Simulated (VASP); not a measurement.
Runs of VASP 6.6.1 on TaVN2. The structure is that of space group P4/mmm (No. 123), or close to it. The cells are those of the table. 

```tsv
level	potentials or basis	spin	cell	cutoff (eV)	gap on the mesh (eV)	pressure (GPa)	moment (μB)
PBE	VASP PAW PBE potentials, release 64 (Ta_pv, V_sv, N)	collinear, ferromagnetic start	a = 3.110, b = 3.110, c = 4.380 Å, 4 atoms	520	none	-15.0	1.42
PBE	VASP PAW PBE potentials, release 64 (Ta_pv, V_sv, N)	collinear, ferromagnetic start	a = 3.070, b = 3.070, c = 4.325 Å, 4 atoms	520	none	(a)	1.23
PBE	VASP PAW PBE potentials, release 64 (Ta_pv, V_sv, N)	collinear, ferromagnetic start	a = 3.090, b = 3.090, c = 4.353 Å, 4 atoms	520	none	-10.6	1.33
LDA	VASP PAW LDA potentials, release 64 (Ta_pv, V_sv, N)	collinear, ferromagnetic start	a = 3.090, b = 3.090, c = 4.353 Å, 4 atoms	600	none	-28.2	(b)
PBEsol	VASP PAW PBE potentials, release 64 (Ta_pv, V_sv, N)	off	a = 3.050, b = 3.050, c = 4.296 Å, 4 atoms	520	none	-11.8	-
```

Alike in all rows: task single point; k mesh 9 × 9 × 6; smearing fermi-dirac 0.05 eV.

Estimate the missing entries.

(a) -5.7; (b) 0.00.

Caveats: the cell stands under tension; spin-orbit coupling is left out, which moves the levels of the heavy elements; the PAW data sets were made with another functional, which shifts forces and pressure a little (at least some runs).

A k mesh can miss the band edges, and the runs leave out spin-orbit coupling on Ta.

A gap of «none» marks levels without a gap at the run's occupations.
